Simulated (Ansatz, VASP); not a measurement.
This is a calculation of Cd for Ansatz 0.2.0.

File input.yaml:

```yaml
crystal:
  lattice:
    - [-1.784322, 1.784322, 1.784322]
    - [1.784322, -1.784322, 1.784322]
    - [1.784322, 1.784322, -1.784322]
  atoms:
    - { symbol: Cd, position: [0.0, 0.0, 0.0], spin: 0.5, spin_axis: [0.0, 0.0, 0.5] }
hamiltonian:
  xc: pbesol
  pseudopotentials: { kind: paw, accuracy: stringent, xc_functional: pbe }
magnetization:
  noncollinear: true
  spin_orbit: false
kpoints:
  mp_grid: { grid: [10, 10, 10] }
scf:
  occupations: { method: tetrahedron }
output:
  forces: true
  stress: true
```

Potentials or basis: SSSP precision PAW.

Command:

```bash
$ ansatz run input.yaml --threads 1 --pin off --max-ram 2560MiB --backend cpu --events-out ev --progress --plain --runs-dir out
```

Question: Translate it to VASP 6.6.1. Potentials there: VASP PAW PBE potentials, release 64 (Cd).

Answer: As run (the cutoff follows the program's own potentials):

Contents of INCAR:

```
PREC     = Accurate       # precision mode
ENCUT    = 520            # plane-wave cutoff, eV
EDIFF    = 1E-6           # SCF threshold, eV
ISMEAR   = -5             # smearing method
SIGMA    = 0.05           # smearing width, eV
LREAL    = F              # projectors in reciprocal space
LASPH    = T              # aspherical terms in the spheres
NELM     = 150            # most SCF steps
ALGO     = Fast           # electronic algorithm
ISIF     = 2              # what is computed and relaxed
LWAVE    = F              # write WAVECAR
LCHARG   = F              # write CHGCAR
LNONCOLLINEAR= T              # non-collinear magnetism
MAGMOM   = 0 0 0.5        # initial moments
LORBIT   = 11             # projections on sites
GGA      = PS             # functional
NBANDS   = 23             # bands
```

File KPOINTS:

```
regular mesh
0
Gamma
  10 10 10
```

File POSCAR:

```
Cd
1.0
   -1.7843220000      1.7843220000      1.7843220000
    1.7843220000     -1.7843220000      1.7843220000
    1.7843220000      1.7843220000     -1.7843220000
Cd
1
Direct
    0.0000000000      0.0000000000      0.0000000000
```

Potentials or basis: VASP PAW PBE potentials, release 64 (Cd).

Launch:

```sh
$ cat potpaw_PBE.64/Cd/POTCAR > POTCAR
$ mpirun -np 1 vasp_ncl > vasp.out
```

Both were run:

|  | VASP | Ansatz | Ansatz less VASP |
| --- | --- | --- | --- |
| gap on the k mesh at the Fermi level (eV) | none | none | - |
| pressure (GPa) | -2.4 | -2.8 | -0.44 |
| traceless stress, the component that is largest in VASP (GPa) | -0.39 | 0.00 | +0.394 |
| net moment per atom (μB) | 0.00 | 0.00 | 0.000 |

VASP's potentials were made for PBE, not for PBEsol. A gap of «none» marks a metal or a gap that the smearing closes. The functional is the same, so the differences come from potentials, cutoffs and numerics. VASP's potentials hold 12 valence electrons a cell and Ansatz's 20, so a difference there can come from the potentials and not from the codes.
